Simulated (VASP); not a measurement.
The system is P.

```
P
1.0
     1.72573    0.99635    3.12968
    -1.72573    0.99635    3.12968
     0.00000   -1.99270    3.12968
P
2
Direct
  0.73995 0.73287 0.77499
  0.21318 0.27070 0.17986
```

This cell differs from its parent crystal: atoms moved at random.

| Item | Value |
| --- | --- |
| Program | VASP 6.6.1 |
| Task | relaxation of the atoms |
| Functional | revPBE |
| Dispersion | D3(BJ) |
| Potentials or basis | VASP PAW PBE potentials, release 64 (P) |
| Cutoff | 520 eV |
| k mesh | 7 × 7 × 7 |
| Occupations | fermi-dirac, width 0.025 eV |
| Spin | no spin polarisation |

At the start: pressure -9.5 GPa; volume 16.14 Å³/atom.

**Question.** How do energy, volume and symmetry change on relaxing?

**Answer.** Over 10 steps the energy falls by 64.2 meV/atom; space group P-1 (No. 2, to 0.1 Å) before, R-3m (No. 166, to 0.1 Å).

Step by step:
```tsv
step	energy change (eV)	largest force (eV/Å)	pressure (GPa)
1	0.0000	0.6964	-9.49
2	-0.0453	0.6786	-9.34
3	-0.0993	0.5821	-6.71
4	-0.1035	0.4432	-7.61
5	-0.1233	0.2180	-6.96
6	-0.1253	0.1985	-6.61
7	-0.1281	0.0582	-7.53
8	-0.1281	0.0528	-7.48
9	-0.1283	0.0112	-7.41
10	-0.1283	0.0073	-7.38
```

Final structure:
```xyz
2
Lattice="1.7257 0.9963 3.1297 -1.7257 0.9963 3.1297 0.0000 -1.9927 3.1297" Properties=species:S:1:pos:R:3 pbc="T T T"
P    -0.0439    0.0241    7.1102
P    -0.0432    0.0228    2.0021
```

Caveat: the cell differs from its parent crystal (atoms moved at random); the PAW data sets were made with another functional, which shifts forces and pressure a little.
